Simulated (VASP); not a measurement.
SrO: single point with PBE

SrO:

```
CELL_PARAMETERS angstrom
4.11464 0.00000 0.00000
0.00000 6.33021 0.00000
0.00000 0.00000 6.33021
ATOMIC_POSITIONS crystal
Sr 0.00000 0.75000 0.00000
Sr 0.50000 0.25000 0.50000
O 0.00000 0.44500 0.30500
O 0.50000 0.55500 0.80500
```

```json
{"Program": "VASP 6.6.1", "Task": "single point", "Functional": "PBE", "Potentials or basis": "VASP PAW PBE potentials, release 64 (Sr_sv, O)", "Cutoff": "520 eV", "k mesh": "4 × 4 × 4", "Occupations": "gaussian, width 0.1 eV", "Spin": "no spin polarisation"}
```

```
Pressure               : -8.1 GPa
Largest force          : 3.518 eV/Å
Band gap on the k mesh : 0.08 eV, indirect (least direct gap 0.16 eV)
```

Forces in eV/Å, atoms in the order of the input:
```
Sr   0.000 -3.483 -0.493
Sr   0.000  3.483 -0.493
O    0.000 -1.007  0.493
O    0.000  1.007  0.493
```

Stress tensor (GPa, compression positive):
```
 -5.80   0.00   0.00
  0.00 -12.52   0.00
  0.00   0.00  -6.02
```

Levels at points of the mesh, in eV from the valence-band top:
```
           k point  band 13  band 14  band 15  band 16  band 17  band 18  band 19  band 20
(0.00, 0.00, 0.00)    -0.80    -0.48    -0.46    -0.35     0.08     2.20     2.86     3.60
(0.50, 0.00, 0.00)    -0.78    -0.78    -0.31    -0.31     1.54     1.54     3.23     3.23
(0.00, 0.50, 0.00)    -0.79    -0.49    -0.34    -0.01     0.75     2.23     2.73     2.78
(0.00, 0.00, 0.50)    -0.49    -0.49    -0.41    -0.41     0.79     0.79     3.67     3.67
(0.50, 0.50, 0.00)    -0.77    -0.77    -0.27    -0.27     1.68     1.68     3.41     3.41
(0.50, 0.00, 0.50)    -0.81    -0.81    -0.12    -0.12     1.87     1.87     2.50     2.50
(0.00, 0.50, 0.50)    -0.43    -0.43    -0.42    -0.42     0.93     0.93     3.58     3.58
(0.50, 0.50, 0.50)    -0.83    -0.83    -0.18    -0.18     1.88     1.88     2.70     2.70
```

Wall time 48 s on 1 thread of Intel(R) Xeon(R) Platinum 8559C (Emerald Rapids), with other jobs on the host, peak memory 0.29 GiB.

Caveat: forces of over 1 eV/Å act on the atoms, so gaps and moduli don't describe the material at rest. A k mesh can miss the band edges.
